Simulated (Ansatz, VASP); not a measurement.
## Pt: VASP and Ansatz over several settings

```xyz
1
Lattice="-1.5842 1.5842 1.5842 1.5842 -1.5842 1.5842 1.5842 1.5842 -1.5842" Properties=species:S:1:pos:R:3 pbc="T T T"
Pt    0.0000    0.0000    0.0000
```

Single points on this cell with VASP 6.6.1 and Ansatz 0.2.0. Each row is one pair of runs. Alike in all rows: spin: off; k mesh: 6 × 6 × 6; smearing: fermi-dirac, width 0.05 eV.

| level | VASP's potentials, cutoff | Ansatz's potentials, cutoff | gap on the k mesh at the Fermi level (eV), VASP | gap on the k mesh at the Fermi level (eV), Ansatz |
| --- | --- | --- | --- | --- |
| B3LYP | VASP PAW PBE potentials, release 64 (Pt_sv_GW), 430 eV | Ansatz PAW, 420 eV | none | none |
| r2SCAN50 | VASP PAW PBE potentials, release 64 (Pt_sv_GW), 470 eV | Ansatz PAW, 500 eV | none | none |
| HF | VASP PAW PBE potentials, release 64 (Pt_sv_GW), 430 eV | Ansatz PAW, 420 eV | none | none |

A gap of «none» marks a metal or a gap that the smearing closes.

The k mesh is coarse, so the values compare programs but aren't converged. Neither program's run includes spin-orbit coupling.
